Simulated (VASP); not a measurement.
FePt, 2 atoms in the cell. The structure is tetragonal, space group P4/mmm (No. 123). Conventional cell: a = 2.724 Å, b = 2.724 Å, c = 3.720 Å, α = 90.00°, β = 90.00°, γ = 90.00°. Pt (site symmetry 4/mmm) has 8 Fe at 2.68 Å and 4 Pt at 2.72 Å within 3.5 Å. Fe (site symmetry 4/mmm) has 8 Pt at 2.68 Å and 4 Fe at 2.72 Å within 3.5 Å. 

| Quantity | Value |
| --- | --- |
| Program | VASP 6.6.1 |
| Task | single point |
| Functional | PBE |
| Potentials or basis | VASP PAW PBE potentials, release 64 (Pt, Fe) |
| Cutoff | 520 eV |
| k mesh | 10 × 10 × 7 |
| Occupations | gaussian, width 0.012 eV |
| Spin | collinear spin, ferromagnetic start |
| Starting moments | [0.0, 3.0] μB |
| Dipole correction | no |
| Further INCAR settings | ALGO = Fast; EDIFF = 1e-06; NBANDS = 20 |

Potentials or basis: VASP PAW PBE potentials, release 64 (Pt, Fe).

The run is started by

```sh
$ cat potpaw_PBE.64/Pt/POTCAR potpaw_PBE.64/Fe/POTCAR > POTCAR
$ mpirun -np 1 vasp_std > vasp.out
```

Hardware: 1 thread of Oxide Virtual Turin-like Processor, with other jobs on the host.

Problem. How long does it take, and how much memory?

Solution. It took 100 s on 1 thread of Oxide Virtual Turin-like Processor (shared host), peak memory 0.17 GiB. Counts: scf iterations 16, k points 84.
